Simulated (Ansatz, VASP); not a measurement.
MgCd2O3: VASP beside Ansatz

```xyz
6
Lattice="3.2370 0.0000 0.0000 -1.6185 2.8033 0.0000 0.0000 0.0000 8.0905" Properties=species:S:1:pos:R:3 pbc="T T T"
Mg    0.0000    0.0000    0.0000
Cd    1.6185    0.9344    2.6141
Cd    0.0000    1.8689    5.4764
O     1.6185    0.9344    6.9431
O     0.0000    1.8689    1.1474
O     0.0000    0.0000    4.0452
```

Alike in both runs: functional PBE; k mesh 4 × 4 × 2; occupations gaussian, width 0.15 eV; no spin polarisation.

Ansatz relaxed the structure, and its values are those at the end. VASP's run is a single point on that final structure, the one shown.

|  | VASP | Ansatz |
| --- | --- | --- |
| version | VASP 6.6.1 | Ansatz 0.2.0 |
| potentials or method | VASP PAW PBE potentials, release 64 (Mg, Cd, O), cutoff 520 eV | scalar-relativistic, plane waves, PAW |
| valence electrons in the cell | 44 | 68 |

```csv
,VASP,Ansatz,Ansatz less VASP
gap on the k mesh at the Fermi level (eV),0.57,0.59,+0.019
least direct gap on the mesh (eV),0.57,0.59,+0.019
pressure (GPa),0.9,0.1,-0.78
rms of the force components (eV/Å),0.055,0.025,-0.0293
```

VASP's potentials hold 44 valence electrons a cell and Ansatz's 68, so a difference there can come from the potentials and not from the codes.

The k mesh is coarse, so the values compare programs but aren't converged.
